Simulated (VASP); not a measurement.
Write the native input for VASP 6.6.1 that does the following.

```
Task                   : single point
Functional             : PBE
Potentials or basis    : VASP PAW PBE potentials, release 64 (Pb_d, S)
Cutoff                 : 520 eV
k mesh                 : 10 × 10 × 10
Occupations            : gaussian, width 0.05 eV
Spin                   : no spin polarisation
Dipole correction      : no
Further INCAR settings : ALGO = Normal; EDIFF = 1e-06; NBANDS = 17
```

The structure of PbS lies in POSCAR:

```
PbS
1.0
    0.0000000000      2.9895091503      2.9895091503
    3.0045318093     -0.0150226590      3.0045318093
    3.0045318093      3.0045318093     -0.0150226590
Pb S
1 1
Direct
    0.5000000000      0.5000000000      0.5000000000
    0.0000000000      0.0000000000      0.0000000000
```

The input as run:

INCAR

```
  ALGO = Normal
  EDIFF = 1E-6
  ENCUT = 520
  GGA = PE
  ISIF = 2
  ISMEAR = 0
  LASPH = True
  LCHARG = False
  LREAL = False
  LWAVE = False
  NBANDS = 17
  NELM = 60
  PREC = Accurate
  SIGMA = 0.05
```

KPOINTS

```
k-points
0
Gamma
  10 10 10
```

Potentials or basis: VASP PAW PBE potentials, release 64 (Pb_d, S).

Command:

```console
$ cat potpaw_PBE.64/Pb_d/POTCAR potpaw_PBE.64/S/POTCAR > POTCAR
$ mpirun -np 1 vasp_std > vasp.out
```

Results of the run:

```yaml
Pressure: -0.1 GPa
Band_gap_on_the_k_mesh: 0.46 eV (least direct gap 0.49 eV)
```

Caveat: spin-orbit coupling is left out, which moves the levels of the heavy elements.

Wall time 40 s on 1 thread of Intel(R) Xeon(R) 6975P-C (Granite Rapids), on a shared host, peak memory 0.29 GiB.
